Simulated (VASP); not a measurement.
# BaTeH6 (P4/mmm) in VASP: relaxation of cell and atoms with r2SCAN+rVV10

Aim: the relaxation of cell and atoms of BaTeH6 with r2SCAN+rVV10.

All numbers are computed with VASP 6.6.1; they aren't measurements. Logs are shortened: lines on timing, memory, paths and dates and some standing lists are left out, and cuts for length are marked.

## 1. The cell of the first run

Symmetry: P4/mmm, No. 123, tetragonal system. The conventional cell has a = 3.706 Å, b = 3.706 Å, c = 6.512 Å, α = 90.00°, β = 90.00°, γ = 90.00°. Ba (site symmetry 4/mmm) has 12 H at 2.62 to 2.86 Å and 2 Te at 3.26 Å within 3.5 Å. Te (site symmetry 4/mmm) has 12 H at 2.14 to 2.62 Å within 2.8 Å. H (site symmetry 4/mmm) has 8 H at 2.14 Å and 4 Te at 2.62 Å within 2.8 Å. H (site symmetry 4/mmm) has 4 Ba at 2.62 Å and 10 H at 2.86 to 3.26 Å within 3.5 Å. H (site symmetry 2mm) has 2 Te at 2.14 Å and 9 H at 2.14 to 2.86 Å and 2 Ba at 2.86 Å within 2.9 Å.

## 2. Relaxation of cell and atoms, r2SCAN+rVV10

Contents of POSCAR:

```
BaTeH6
1.0
    3.7059901152      0.0000000000      0.0000000000
    0.0000000000      3.7059901152      0.0000000000
    0.0000000000      0.0000000000      6.5122387622
Ba Te H
1 1 6
Direct
    0.0000000000      0.0000000000      0.5000000000
    0.0000000000      0.0000000000      0.0000000000
    0.5000000000      0.5000000000      0.0000000000
    0.5000000000      0.5000000000      0.5000000000
    0.5000000000      0.0000000000      0.1647124750
    0.5000000000      0.0000000000      0.8352875250
    0.0000000000      0.5000000000      0.1647124750
    0.0000000000      0.5000000000      0.8352875250
```

Contents of INCAR.step1:

```
SYSTEM = BaTeH6
PREC = Accurate
ENCUT = 550
ISMEAR = -1
SIGMA = 0.03
LREAL = .False.
LASPH = .True.
NELM = 120
GGA = PE
ALGO = Normal
EDIFF = 1E-5
LWAVE = .True.
LCHARG = .False.
GGA_COMPAT = .False.
IBRION = 2
ISIF = 3
EDIFFG = -0.005
NELMIN = 4
NSW = 100
```

Contents of INCAR.step2:

```
SYSTEM = BaTeH6
PREC = Accurate
ENCUT = 550
EDIFF = 1E-7
ISMEAR = -1
SIGMA = 0.03
LREAL = .False.
LASPH = .True.
NELM = 120
ALGO = Normal
ISIF = 3
LWAVE = .False.
LCHARG = .False.
METAGGA = R2SCAN
LMIXTAU = .True.
LUSE_VDW = .True.
IVDW_NL = 2
BPARAM = 11.95
CPARAM = 0.0093
IBRION = 2
NSW = 100
EDIFFG = -0.01
ISTART = 1
GGA_COMPAT = .False.
NELMIN = 4
```

Contents of KPOINTS:

```
Automatic mesh
0
Gamma
  6 6 4
  0 0 0
```

Potentials or basis: VASP PAW PBE potentials, release 64 (Ba_sv, Te, H).

Started as:

```console
$ cat potpaw_PBE.64/Ba_sv/POTCAR potpaw_PBE.64/Te/POTCAR potpaw_PBE.64/H/POTCAR > POTCAR
$ cp INCAR.step1 INCAR
$ mpirun -np 1 vasp_std > vasp.out
$ cp INCAR.step2 INCAR
$ mpirun -np 1 vasp_std > vasp.out
```

OUTCAR:

```text
SYSTEM = BaTeH6
   PREC = Accurate
   ENCUT = 550
   EDIFF = 1E-7
   ISMEAR = -1
   LREAL = .False.
   LASPH = .True.
   NELM = 120
   ISIF = 3
   METAGGA = R2SCAN
   IVDW_NL = 2
   BPARAM = 11.95
   IBRION = 2
   NSW = 100
   EDIFFG = -0.01
   ISTART = 1
   NELMIN = 4

 ion  position               nearest neighbor table
   1  0.000  0.000  0.500-   4 2.62   4 2.62   4 2.62   4 2.62   2 3.26   2 3.26
   2  0.000  0.000  0.000-   5 2.14   6 2.14   7 2.14   8 2.14   7 2.14   8 2.14   5 2.14   6 2.14
                             1 3.26   1 3.26
   3  0.500  0.500  0.000-
   4  0.500  0.500  0.500-   1 2.62   1 2.62   1 2.62   1 2.62
   5  0.500  0.000  0.165-   2 2.14   2 2.14
   6  0.500  0.000  0.835-   2 2.14   2 2.14
   7  0.000  0.500  0.165-   2 2.14   2 2.14
   8  0.000  0.500  0.835-   2 2.14   2 2.14

  LATTYP: Found a simple tetragonal cell.
 ALAT       =     3.7059901152
 C/A-ratio  =     1.7572196794

  Lattice vectors:

 A1 = (   3.7059901152,   0.0000000000,   0.0000000000)
 A2 = (   0.0000000000,   3.7059901152,   0.0000000000)
 A3 = (   0.0000000000,   0.0000000000,   6.5122387622)

Analysis of symmetry for initial positions (statically):
=====================================================================
 Subroutine PRICEL returns:
 Original cell was already a primitive cell.

 Routine SETGRP: Setting up the symmetry group for a
 simple tetragonal supercell.

 Subroutine GETGRP returns: Found 16 space group operations
 (whereof 16 operations were pure point group operations)
 out of a pool of 16 trial point group operations.

The static configuration has the point symmetry D_4h.

Analysis of symmetry for dynamics (positions and initial velocities):
=====================================================================
 Subroutine PRICEL returns:
 Original cell was already a primitive cell.

 Routine SETGRP: Setting up the symmetry group for a
 simple tetragonal supercell.

 Subroutine GETGRP returns: Found 16 space group operations
 (whereof 16 operations were pure point group operations)
 out of a pool of 16 trial point group operations.

The dynamic configuration has the point symmetry D_4h.

 Subroutine INISYM returns: Found 16 space group operations
 (whereof 16 operations are pure point group operations),
 and found     1 'primitive' translations

----------------------------------------------------------------------------------------

                                     Primitive cell

  volume of cell :      89.4414

  direct lattice vectors                    reciprocal lattice vectors
     3.705990115  0.000000000  0.000000000     0.269833423  0.000000000  0.000000000
     0.000000000  3.705990115  0.000000000     0.000000000  0.269833423  0.000000000
     0.000000000  0.000000000  6.512238762     0.000000000  0.000000000  0.153557023

  length of vectors
     3.705990115  3.705990115  6.512238762     0.269833423  0.269833423  0.153557023

  position of ions in fractional coordinates (direct lattice)
     0.000000000  0.000000000  0.500000000
     0.000000000  0.000000000  0.000000000
     0.500000000  0.500000000  0.000000000
     0.500000000  0.500000000  0.500000000
     0.500000000  0.000000000  0.164712475
     0.500000000  0.000000000  0.835287525
     0.000000000  0.500000000  0.164712475
     0.000000000  0.500000000  0.835287525

  ion indices of the primitive-cell ions
   primitive index   ion index
                 1           1
                 2           2
                 3           3
                 4           4
                 5           5
                 6           6
                 7           7
                 8           8

----------------------------------------------------------------------------------------

 KPOINTS: Automatic mesh

Automatic generation of k-mesh.
 Grid dimensions read from file:
 generate k-points for:    6    6    4

 Generating k-lattice:

  Cartesian coordinates                     Fractional coordinates (reciprocal lattice)
     0.044972237  0.000000000  0.000000000     0.166666667  0.000000000  0.000000000
     0.000000000  0.044972237  0.000000000     0.000000000  0.166666667  0.000000000
     0.000000000  0.000000000  0.038389256     0.000000000  0.000000000  0.250000000

  Length of vectors
     0.044972237  0.044972237  0.038389256

  Shift w.r.t. Gamma in fractional coordinates (k-lattice)
     0.000000000  0.000000000  0.000000000

 Subroutine IBZKPT returns following result:
 ===========================================

 Found     30 irreducible k-points:

 Following reciprocal coordinates:
            Coordinates               Weight
  0.000000  0.000000  0.000000      1.000000
  0.166667  0.000000  0.000000      4.000000
  0.333333  0.000000  0.000000      4.000000
  0.500000  0.000000  0.000000      2.000000
  0.166667  0.166667  0.000000      4.000000
  0.333333  0.166667  0.000000      8.000000
[... 16 lines left out ...]
  0.333333  0.000000  0.500000      4.000000
  0.500000  0.000000  0.500000      2.000000
 [... further k-points ...]
   k-points           NKPTS =     30   k-points in BZ     NKDIM =     30   number of bands    NBANDS=     16
   number of dos      NEDOS =    301   number of ions     NIONS =      8
   total plane-waves  NPLWV =  39200
   dimension x,y,z NGX =    28 NGY =   28 NGZ =   50
   dimension x,y,z NGXF=    56 NGYF=   56 NGZF=  100
   ions per type =               1   1   6
   NGX,Y,Z   is equivalent  to a cutoff of  12.56, 12.56, 12.76 a.u.
   NGXF,Y,Z  is equivalent  to a cutoff of  25.12, 25.12, 25.53 a.u.
 SYSTEM =  BaTeH6
   PREC   = accura    normal or accurate (medium, high low for compatibility)
   ISTART =      1    job   : 0-new  1-cont  2-samecut
   ICHARG =      0    charge: 1-file 2-atom 10-const
   ISPIN  =      1    spin polarized calculation?
   LNONCOLLINEAR =      F non collinear calculations
   LSORBIT =      F    spin-orbit coupling
   LASPH  =      T    aspherical Exc in radial PAW
   ENCUT  =  550.0 eV  40.42 Ry    6.36 a.u.   7.09  7.09 12.45*2*pi/ulx,y,z
   NELM   =    120;   NELMIN=  4; NELMDL=  0     # of ELM steps
   EDIFF  = 0.1E-06   stopping-criterion for ELM
   LREAL  =      F    real-space projection
   EDIFFG = -.1E-01   stopping-criterion for IOM
   NSW    =    100    number of steps for IOM
   IBRION =      2    ionic relax: 0-MD 1-quasi-New 2-CG
   NFREE  =      1    steps in history (QN), initial steepest desc. (CG)
   ISIF   =      3    stress and relaxation
   ISYM   =      2    0-nonsym 1-usesym 2-fastsym
   POTIM  = 0.5000    time-step for ionic-motion
   TEBEG  =    0.0;   TEEND  =   0.0 temperature during run
   PSTRESS=    0.0 pullay stress
   NELECT =      22.0000    total number of electrons
   NUPDOWN=      -1.0000    fix difference up-down
   EMIN   =  10.00;   EMAX   =-10.00  energy-range for DOS
   EFERMI =   0.00;   METHOD = LEGACY
   ISMEAR =    -1;   SIGMA  =   0.03  broadening in eV -4-tet -1-fermi 0-gaus
   EFERMI_NEDOS =   21; number of points for ismear=-14 and -15
   IALGO  =     38    algorithm
   IMIX   =      4    mixing-type and parameters
     AMIX     =   0.40;   BMIX     =  1.00
     AMIX_MAG =   1.60;   BMIX_MAG =  1.00
  volume/ion in A,a.u.               =      11.18        75.45
  Fermi-wavevector in a.u.,A,eV,Ry     =   1.025737  1.938362 14.315191  1.052137
  Thomas-Fermi vector in A             =   2.159593
   LORBIT       =      0    0 simple, 1 ext, 2 COOP (PROOUT), +10 PAW based schemes
   METAGGA = R2SCAN    functional components
   LHFCALC =     F    Hartree Fock is set to
   AEXX    =    0.0000 exact exchange contribution
   IVDW_NL    =     2    kernel type
   BPARAM     =11.9500
   IVDW    =     0    specifies the selected vdW correction
   LEPSILON=     F    determine dielectric tensor
   LRPA    =     F    only Hartree local field effects (RPA)
 conjugate gradient relaxation of ions
 non-spin polarized calculation
  energy-cutoff  :      550.00
  volume of cell :       89.44
 maximum number of plane-waves:      2640
   NGX = 15   NGY = 15   NGZ = 25

--------------------------------------- Ionic step        1  -------------------------------------------

 number of electron      21.9999995 magnetization

 Free energy of the ion-electron system (eV)
  ---------------------------------------------------
  ext. energy  EPLUGINS =         0.00000000
  ---------------------------------------------------
  free energy    TOTEN  =       -67.85372500 eV

  energy without entropy =      -67.84658123  energy(sigma->0) =      -67.85015312

 E-fermi :   3.5325     XC(G=0): -10.0199

 val. band max:        3.4902963508   @ k =   0.3333   0.1667   0.5000
 cond. band min:       3.5597308953   @ k =   0.3333   0.1667   0.2500
 fundamental gap:      0.0694345445
 Fermi energy:         3.5325189381

 k-point     1 :       0.0000    0.0000    0.0000
  band No.  band energies     occupation
      1     -24.8674      2.00000
      2     -10.5848      2.00000
      3     -10.1739      2.00000
      4      -9.0680      2.00000
      5      -9.0680      2.00000
      6      -2.4409      2.00000
[... 433 lines left out ...]
      3     -10.4337      2.00000
      4      -8.9331      2.00000
      5      -8.1868      2.00000
      6      -5.0352      2.00000
[... 8 lines left out ...]
     15       7.9737      0.00000
     16       8.2823      0.00000

 [... further k-points ...]

------------------------ aborting loop because EDIFF is reached ----------------------------------------

  FORCE on cell =-STRESS in cart. coord.  units (eV):
  Direction    XX          YY          ZZ          XY          YZ          ZX
  --------------------------------------------------------------------------------------
  -------------------------------------------------------------------------------------
  Total        0.9879060      0.9879060      1.6620332      0.0000000      0.0000000      0.0000000
  in kB       17.6964993     17.6964993     29.7722365      0.0000000      0.0000000      0.0000000
  external PRESSURE =      21.7217450 kB  Pullay stress =       0.0000000 kB
[... 239 lines left out ...]
--------------------------------------- Ionic step        7  -------------------------------------------

 number of electron      21.9999993 magnetization

 Free energy of the ion-electron system (eV)
  ---------------------------------------------------
  ext. energy  EPLUGINS =         0.00000000
  ---------------------------------------------------
  free energy    TOTEN  =       -67.88221290 eV

  energy without entropy =      -67.87455053  energy(sigma->0) =      -67.87838171

 E-fermi :   3.3027     XC(G=0):  -9.8418

 val. band max:        3.2702317493   @ k =   0.3333   0.1667   0.5000
 cond. band min:       3.3271373343   @ k =   0.3333   0.1667   0.2500
 fundamental gap:      0.0569055849
 Fermi energy:         3.3026973175

 k-point     1 :       0.0000    0.0000    0.0000
  band No.  band energies     occupation
      1     -25.2624      2.00000
      2     -10.6753      2.00000
      3     -10.4474      2.00000
      4      -9.5024      2.00000
      5      -9.5024      2.00000
      6      -2.6921      2.00000
[... 433 lines left out ...]
      3     -10.7339      2.00000
      4      -9.3801      2.00000
      5      -8.5703      2.00000
      6      -5.1041      2.00000
[... 8 lines left out ...]
     15       7.5996      0.00000
     16       7.7781      0.00000

 [... further k-points ...]

------------------------ aborting loop because EDIFF is reached ----------------------------------------

  FORCE on cell =-STRESS in cart. coord.  units (eV):
  Direction    XX          YY          ZZ          XY          YZ          ZX
  --------------------------------------------------------------------------------------
  -------------------------------------------------------------------------------------
  Total        0.0216045      0.0216045     -0.0214477      0.0000000      0.0000000     -0.0000000
  in kB        0.3720139      0.3720139     -0.3693140      0.0000000      0.0000000     -0.0000000
  external PRESSURE =       0.1249046 kB  Pullay stress =       0.0000000 kB
[... 23 lines left out ...]
  FREE ENERGIE OF THE ION-ELECTRON SYSTEM (eV)
  ---------------------------------------------------
  free  energy   TOTEN  =       -67.8822128954 eV

  energy  without entropy=      -67.8745505312  energy(sigma->0) =      -67.87838171

 reached required accuracy - stopping structural energy minimisation
```

Run time: 25 min. Hardware: 1 thread of Intel Xeon 8259CL, shared host; peak memory 0.41 GiB.

What came out:

```yaml
Free_energy: -67.8822 eV
Relaxed_volume: 11.63 Å³/atom
Relaxed_cell: a = 3.743 Å, b = 3.743 Å, c = 6.642 Å, α = 90.00°, β = 90.00°, γ = 90.00°
Space_group_after_relaxing_to_0.1_Å: P4/mmm (No. 123)
Energy_gained_by_relaxing: 3.6 meV/atom
Ionic_steps: 7
Pressure_after_relaxing: 0.0 GPa
Band_gap_on_the_k_mesh: zero (bands 11 and 12 overlap by 3.36 eV)
```

The path:
```
step  energy change (eV)  largest force (eV/Å)  pressure (GPa)  volume (Å³)
   1              0.0000                0.0540            2.17        89.44
   2             -0.0202                0.0779            0.82        91.42
   3             -0.0243                0.0953           -0.13        92.94
   4             -0.0243                0.0943           -0.08        92.85
   5             -0.0261                0.0710           -0.06        92.91
   6             -0.0284                0.0005           -0.02        93.08
   7             -0.0285                0.0004            0.01        93.05
```

Final structure:
```
CELL_PARAMETERS angstrom
3.74279 0.00000 0.00000
0.00000 3.74279 0.00000
0.00000 0.00000 6.64211
ATOMIC_POSITIONS crystal
Ba 0.00000 0.00000 0.50000
Te 0.00000 0.00000 0.00000
H 0.50000 0.50000 0.00000
H 0.50000 0.50000 0.50000
H 0.50000 0.00000 0.16067
H 0.50000 0.00000 0.83933
H 0.00000 0.50000 0.16067
H 0.00000 0.50000 0.83933
```

Caveat: the PAW data sets were made with another functional, which shifts forces and pressure a little; spin-orbit coupling is left out, which moves the levels of the heavy elements.

The gap in the log of VASP goes by the Fermi energy; the results here count the filled bands.